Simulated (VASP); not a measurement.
Wanted: the native input for a VASP 6.6.1 run.

| Quantity | Value |
| --- | --- |
| Task | single point |
| Functional | LDA |
| Potentials or basis | VASP PAW LDA potentials, release 64 (W_sv) |
| Cutoff | 520 eV |
| k mesh | 22 × 22 × 22 |
| Occupations | gaussian, width 0.15 eV |
| Spin | no spin polarisation |
| Dipole correction | no |
| Further INCAR settings | ALGO = Fast; EDIFF = 1e-07; NBANDS = 13 |

The structure of W lies in POSCAR:

```
W
1.0
    0.0000000000      1.9934961602      2.0987527575
    1.9934961602      0.0000000000      2.0987527575
    1.9934961602      1.9934961602      0.0000000000
W
1
Direct
    0.0000000000      0.0000000000      0.0000000000
```

One way to write it, as run:

INCAR

```
ALGO = Fast
EDIFF = 1E-7
ENCUT = 520
GGA = CA
ISIF = 2
ISMEAR = 0
LASPH = T
LCHARG = T
LELF = T
LREAL = F
LVHAR = T
LWAVE = F
NBANDS = 13
NELM = 100
PREC = Accurate
SIGMA = 0.15
```

KPOINTS

```
k-points
0
Gamma
  22 22 22
```

Potentials or basis: VASP PAW LDA potentials, release 64 (W_sv).

Launch:

```sh
$ cat potpaw_LDA.64/W_sv/POTCAR > POTCAR
$ mpirun -np 1 vasp_std > vasp.out
```

Results of the run:

| Property | Result |
| --- | --- |
| Pressure | -15.8 GPa |
| Band gap on the k mesh | zero (bands 7 and 8 overlap by 3.85 eV) |

Caveat: the stress differs along the axes, from -19 to -9 GPa; spin-orbit coupling is left out, which moves the levels of the heavy elements.

Wall time 110 s on 1 thread of Intel Xeon 8259CL, on a shared host, peak memory 0.28 GiB.
